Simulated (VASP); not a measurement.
# HfZrS4 (C2/m) in VASP: single point with PBE

Aim: the single point of HfZrS4 with PBE.

Program: VASP 6.6.1. These are calculated values, not measurements. Logs are shortened: lines on timing, memory, paths and dates and some standing lists are left out, and cuts for length are marked.

## 1. The cell of the first run

Symmetry: C2/m, No. 12, monoclinic system. The conventional cell has a = 14.996 Å, b = 3.669 Å, c = 6.352 Å, α = 90.00°, β = 115.03°, γ = 90.00°. Within 3.4 Å of Zr (site symmetry 2/m) lie 6 S at 2.57 to 2.58 Å. Hf (site symmetry 2/m) has 6 S at 2.55 to 2.56 Å within 3.4 Å. Within 3.4 Å of S (site symmetry m) lie 1 Hf at 2.55 Å and 2 Zr at 2.57 Å. S (site symmetry m) has 2 Hf at 2.56 Å and 1 Zr at 2.58 Å within 3.4 Å.

## 2. Single point, PBE

Input file INCAR:

```
SYSTEM = HfZrS4
PREC = Accurate
ENCUT = 520
EDIFF = 1E-6
ISMEAR = 0
SIGMA = 0.02
LREAL = .FALSE.
LASPH = .TRUE.
NELM = 60
ALGO = Normal
ISIF = 2
LWAVE = .FALSE.
LCHARG = .FALSE.
GGA = PE
NBANDS = 32
```

Input file KPOINTS:

```
Automatic mesh
0
G
  8 8 6
  0 0 0
```

Input file POSCAR:

```
HfZrS4
1.0
    7.4972187481     -1.8343951064      0.1148565157
    7.4972187481      1.8343951064      0.1148565157
   -2.7756873002      0.0000000000      5.7133347028
Zr Hf S
1 1 4
Direct
    0.0000000000      0.0000000000      0.0000000000
    0.5000000000      0.5000000000      0.5000000000
    0.3933469727      0.3933469727      0.0623110105
    0.8935513953      0.8935513953      0.5580348367
    0.6066530273      0.6066530273      0.9376889895
    0.1064486047      0.1064486047      0.4419651633
```

Potentials or basis: VASP PAW PBE potentials, release 64 (Zr_sv, Hf_pv, S).

Run with:

```
$ cat potpaw_PBE.64/Zr_sv/POTCAR potpaw_PBE.64/Hf_pv/POTCAR potpaw_PBE.64/S/POTCAR > POTCAR
$ mpirun -np 1 vasp_std > vasp.out
```

OUTCAR:

```text
SYSTEM = HfZrS4
   PREC = Accurate
   ENCUT = 520
   EDIFF = 1E-6
   ISMEAR = 0
   LREAL = .FALSE.
   LASPH = .TRUE.
   NELM = 60
   ISIF = 2
   GGA = PE

 ion  position               nearest neighbor table
   1  0.000  0.000  0.000-   5 2.57   5 2.57   3 2.57   3 2.57   4 2.58   6 2.58   2 3.67   2 3.67
                             2 3.67   2 3.67
   2  0.500  0.500  0.500-   3 2.55   5 2.55   6 2.56   6 2.56   4 2.56   4 2.56   1 3.67   1 3.67
                             1 3.67   1 3.67
   3  0.393  0.393  0.062-   2 2.55   1 2.57   1 2.57
   4  0.894  0.894  0.558-   2 2.56   2 2.56   1 2.58
   5  0.607  0.607  0.938-   2 2.55   1 2.57   1 2.57
   6  0.106  0.106  0.442-   2 2.56   2 2.56   1 2.58

  LATTYP: Found a base centered monoclinic cell.
 ALAT       =    14.9961969814
 B/A-ratio  =     0.2446480409
 C/A-ratio  =     0.4235673880
 COS(beta)  =    -0.4231559514

  Lattice vectors:

 A1 = (   7.4972187481,  -1.8343951064,   0.1148565157)
 A2 = (   7.4972187481,   1.8343951064,   0.1148565157)
 A3 = (  -2.7756873002,   0.0000000000,   5.7133347028)

Analysis of symmetry for initial positions (statically):
=====================================================================
 Subroutine PRICEL returns:
 Original cell was already a primitive cell.

 Routine SETGRP: Setting up the symmetry group for a
 base centered monoclinic supercell.

 Subroutine GETGRP returns: Found  4 space group operations
 (whereof  4 operations were pure point group operations)
 out of a pool of  4 trial point group operations.

The static configuration has the point symmetry C_2h.

Analysis of symmetry for dynamics (positions and initial velocities):
=====================================================================
 Subroutine PRICEL returns:
 Original cell was already a primitive cell.

 Routine SETGRP: Setting up the symmetry group for a
 base centered monoclinic supercell.

 Subroutine GETGRP returns: Found  4 space group operations
 (whereof  4 operations were pure point group operations)
 out of a pool of  4 trial point group operations.

The dynamic configuration has the point symmetry C_2h.

 Subroutine INISYM returns: Found  4 space group operations
 (whereof  4 operations are pure point group operations),
 and found     1 'primitive' translations

----------------------------------------------------------------------------------------

                                     Primitive cell

  volume of cell :     158.3190

  direct lattice vectors                    reciprocal lattice vectors
     7.497218748 -1.834395106  0.114856516     0.066198694 -0.272569414  0.032161056
     7.497218748  1.834395106  0.114856516     0.066198694  0.272569414  0.032161056
    -2.775687300  0.000000000  5.713334703    -0.002661616  0.000000000  0.173736047

  length of vectors
     7.719228354  7.719228354  6.351899985     0.282330810  0.282330810  0.173756434

  position of ions in fractional coordinates (direct lattice)
     0.000000000  0.000000000  0.000000000
     0.500000000  0.500000000  0.500000000
     0.393346973  0.393346973  0.062311010
     0.893551395  0.893551395  0.558034837
     0.606653027  0.606653027  0.937688990
     0.106448605  0.106448605  0.441965163

  ion indices of the primitive-cell ions
   primitive index   ion index
                 1           1
                 2           2
                 3           3
                 4           4
                 5           5
                 6           6

----------------------------------------------------------------------------------------

 KPOINTS: Automatic mesh

Automatic generation of k-mesh.
 Grid dimensions read from file:
 generate k-points for:    8    8    6

 Generating k-lattice:

  Cartesian coordinates                     Fractional coordinates (reciprocal lattice)
     0.008274837 -0.034071177  0.004020132     0.125000000 -0.000000000  0.000000000
     0.008274837  0.034071177  0.004020132    -0.000000000  0.125000000  0.000000000
    -0.000443603  0.000000000  0.028956008     0.000000000  0.000000000  0.166666667

  Length of vectors
     0.035291351  0.035291351  0.028959406

  Shift w.r.t. Gamma in fractional coordinates (k-lattice)
     0.000000000  0.000000000  0.000000000

 Subroutine IBZKPT returns following result:
 ===========================================

 Found    114 irreducible k-points:

 Following reciprocal coordinates:
            Coordinates               Weight
  0.000000  0.000000  0.000000      1.000000
  0.125000 -0.000000  0.000000      4.000000
  0.250000 -0.000000  0.000000      4.000000
  0.375000 -0.000000  0.000000      4.000000
  0.500000 -0.000000  0.000000      2.000000
  0.125000  0.125000  0.000000      2.000000
[... 16 lines left out ...]
  0.125000 -0.000000  0.166667      4.000000
  0.250000 -0.000000  0.166667      4.000000
 [... further k-points ...]
   k-points           NKPTS =    114   k-points in BZ     NKDIM =    114   number of bands    NBANDS=     32
   number of dos      NEDOS =    301   number of ions     NIONS =      6
   total plane-waves  NPLWV = 172800
   dimension x,y,z NGX =    60 NGY =   60 NGZ =   48
   dimension x,y,z NGXF=   120 NGYF=  120 NGZF=   96
   ions per type =               1   1   4
   NGX,Y,Z   is equivalent  to a cutoff of  12.92, 12.92, 12.56 a.u.
   NGXF,Y,Z  is equivalent  to a cutoff of  25.84, 25.84, 25.13 a.u.
 SYSTEM =  HfZrS4
   PREC   = accura    normal or accurate (medium, high low for compatibility)
   ISTART =      0    job   : 0-new  1-cont  2-samecut
   ICHARG =      2    charge: 1-file 2-atom 10-const
   ISPIN  =      1    spin polarized calculation?
   LNONCOLLINEAR =      F non collinear calculations
   LSORBIT =      F    spin-orbit coupling
   LASPH  =      T    aspherical Exc in radial PAW
   ENCUT  =  520.0 eV  38.22 Ry    6.18 a.u.  14.35 14.35 11.81*2*pi/ulx,y,z
   NELM   =     60;   NELMIN=  2; NELMDL= -5     # of ELM steps
   EDIFF  = 0.1E-05   stopping-criterion for ELM
   LREAL  =      F    real-space projection
   EDIFFG = 0.1E-04   stopping-criterion for IOM
   NSW    =      0    number of steps for IOM
   IBRION =     -1    ionic relax: 0-MD 1-quasi-New 2-CG
   NFREE  =      0    steps in history (QN), initial steepest desc. (CG)
   ISIF   =      2    stress and relaxation
   ISYM   =      2    0-nonsym 1-usesym 2-fastsym
   POTIM  = 0.5000    time-step for ionic-motion
   TEBEG  =    0.0;   TEEND  =   0.0 temperature during run
   PSTRESS=    0.0 pullay stress
   NELECT =      46.0000    total number of electrons
   NUPDOWN=      -1.0000    fix difference up-down
   EMIN   =  10.00;   EMAX   =-10.00  energy-range for DOS
   EFERMI =   0.00;   METHOD = LEGACY
   ISMEAR =     0;   SIGMA  =   0.02  broadening in eV -4-tet -1-fermi 0-gaus
   EFERMI_NEDOS =   21; number of points for ismear=-14 and -15
   IALGO  =     38    algorithm
   IMIX   =      4    mixing-type and parameters
     AMIX     =   0.40;   BMIX     =  1.00
     AMIX_MAG =   1.60;   BMIX_MAG =  1.00
  volume/ion in A,a.u.               =      26.39       178.06
  Fermi-wavevector in a.u.,A,eV,Ry     =   1.084301  2.049031 15.996478  1.175708
  Thomas-Fermi vector in A             =   2.220387
   LORBIT       =      0    0 simple, 1 ext, 2 COOP (PROOUT), +10 PAW based schemes
   GGA     = PE    functional components
   LHFCALC =     F    Hartree Fock is set to
   AEXX    =    0.0000 exact exchange contribution
   IVDW    =     0    specifies the selected vdW correction
   LEPSILON=     F    determine dielectric tensor
   LRPA    =     F    only Hartree local field effects (RPA)
 non-spin polarized calculation
 Gauss-broadening in eV      SIGMA  =   0.02
  energy-cutoff  :      520.00
  volume of cell :      158.32
 maximum number of plane-waves:      4287
 NGX is ok and might be reduce to    60
   NGX = 29   NGY = 29   NGZ = 23

 number of electron      46.0000000 magnetization

 Free energy of the ion-electron system (eV)
  ---------------------------------------------------
  ext. energy  EPLUGINS =         0.00000000
  ---------------------------------------------------
  free energy    TOTEN  =       -44.36962185 eV

  energy without entropy =      -44.36962185  energy(sigma->0) =      -44.36962185

 E-fermi :   2.4218     XC(G=0):  -8.6451

 val. band max:        2.3348292325   @ k =   0.0000   0.0000   0.0000
 cond. band min:       3.4960232607   @ k =   0.0000   0.0000   0.0000
 fundamental gap:      1.1611940281
 Fermi energy:         2.4218363415

 k-point     1 :       0.0000    0.0000    0.0000
  band No.  band energies     occupation
      1     -46.5926      2.00000
      2     -28.3044      2.00000
      3     -28.2923      2.00000
      4     -28.2279      2.00000
      5     -24.6312      2.00000
      6     -24.6243      2.00000
[... 24 lines left out ...]
     31       7.6918      0.00000
     32       7.7303      0.00000

 k-point     2 :       0.1250   -0.0000    0.0000
  band No.  band energies     occupation
      1     -46.5912      2.00000
      2     -28.3012      2.00000
      3     -28.2908      2.00000
      4     -28.2454      2.00000
      5     -24.6266      2.00000
      6     -24.6222      2.00000
[... 24 lines left out ...]
     31       7.5653      0.00000
     32       7.8655      0.00000

 k-point     3 :       0.2500   -0.0000    0.0000
  band No.  band energies     occupation
      1     -46.5879      2.00000
      2     -28.2935      2.00000
      3     -28.2872      2.00000
      4     -28.2872      2.00000
      5     -24.6219      2.00000
      6     -24.6195      2.00000
[... 24 lines left out ...]
     31       7.2619      0.00000
     32       7.8543      0.00000

 k-point     4 :       0.3750   -0.0000    0.0000
  band No.  band energies     occupation
      1     -46.5846      2.00000
      2     -28.3287      2.00000
      3     -28.2857      2.00000
      4     -28.2835      2.00000
      5     -24.6848      2.00000
      6     -24.6151      2.00000
[... 24 lines left out ...]
     31       7.8372      0.00000
     32       7.9009      0.00000

 k-point     5 :       0.5000   -0.0000    0.0000
  band No.  band energies     occupation
      1     -46.5833      2.00000
      2     -28.3457      2.00000
      3     -28.2825      2.00000
      4     -28.2820      2.00000
      5     -24.7105      2.00000
      6     -24.6133      2.00000
[... 584 lines left out ...]
     31       7.7590      0.00000
     32       8.5032      0.00000

 k-point    22 :      -0.0000   -0.0000    0.1667
  band No.  band energies     occupation
      1     -46.5926      2.00000
      2     -28.3042      2.00000
      3     -28.2921      2.00000
      4     -28.2279      2.00000
      5     -24.6320      2.00000
      6     -24.6248      2.00000
[... 24 lines left out ...]
     31       7.5922      0.00000
     32       8.0816      0.00000

 k-point    23 :       0.1250   -0.0000    0.1667
  band No.  band energies     occupation
      1     -46.5912      2.00000
      2     -28.3010      2.00000
      3     -28.2906      2.00000
      4     -28.2454      2.00000
      5     -24.6274      2.00000
      6     -24.6224      2.00000
[... 24 lines left out ...]
     31       7.6009      0.00000
     32       7.7537      0.00000

 k-point    24 :       0.2500   -0.0000    0.1667
  band No.  band energies     occupation
      1     -46.5879      2.00000
      2     -28.2934      2.00000
      3     -28.2875      2.00000
      4     -28.2869      2.00000
      5     -24.6220      2.00000
      6     -24.6195      2.00000
[... 24 lines left out ...]
     31       7.5881      0.00000
     32       7.6743      0.00000

 [... further k-points ...]

------------------------ aborting loop because EDIFF is reached ----------------------------------------

  FORCE on cell =-STRESS in cart. coord.  units (eV):
  Direction    XX          YY          ZZ          XY          YZ          ZX
  --------------------------------------------------------------------------------------
  -------------------------------------------------------------------------------------
  Total       -0.2116354     -0.2811787     -0.2526848      0.0000000      0.0000000      0.0134495
  in kB       -2.1417354     -2.8455085     -2.5571526      0.0000000      0.0000000      0.1361083
  external PRESSURE =      -2.5147988 kB  Pullay stress =       0.0000000 kB

 VOLUME and BASIS-vectors are now :
 -----------------------------------------------------------------------------
  energy-cutoff  :      520.00
  volume of cell :      158.32
      direct lattice vectors                 reciprocal lattice vectors
     7.497218748 -1.834395106  0.114856516     0.066198694 -0.272569414  0.032161056
     7.497218748  1.834395106  0.114856516     0.066198694  0.272569414  0.032161056
    -2.775687300  0.000000000  5.713334703    -0.002661616  0.000000000  0.173736047

 POSITION                                       TOTAL-FORCE (eV/Angst)
 -----------------------------------------------------------------------------------
      0.00000      0.00000      0.00000        -0.000000      0.000000     -0.000000
      6.10938      0.00000      2.97152        -0.000000     -0.000000     -0.000000
      5.72506      0.00000      0.44636         0.000240      0.000000      0.041237
     11.84937      0.00000      3.39350         0.054315      0.000000     -0.011884
      6.49369      0.00000      5.49669        -0.000240      0.000000     -0.041237
      0.36938      0.00000      2.54955        -0.054315      0.000000      0.011884
 -----------------------------------------------------------------------------------
    total drift:                                0.000000      0.000000      0.000000

  FREE ENERGIE OF THE ION-ELECTRON SYSTEM (eV)
  ---------------------------------------------------
  free  energy   TOTEN  =       -44.3696218489 eV

  energy  without entropy=      -44.3696218489  energy(sigma->0) =      -44.36962185
```

It took 13 min on 1 thread of Intel Xeon Platinum 8259CL at 2.50GHz (Skylake/Cascade Lake), shared host; peak memory 0.77 GiB.

What came out:

```yaml
Free_energy: -44.3696 eV
Pressure: -0.3 GPa
Largest_force: 0.056 eV/Å
Band_gap_on_the_k_mesh: 1.16 eV
```

Forces on the atoms (eV/Å):
```
Zr   0.000  0.000  0.000
Hf   0.000  0.000  0.000
S    0.000  0.000  0.041
S    0.054  0.000 -0.012
S    0.000  0.000 -0.041
S   -0.054  0.000  0.012
```

Caveat: spin-orbit coupling is left out, which moves the levels of the heavy elements. A k mesh can miss the band edges.
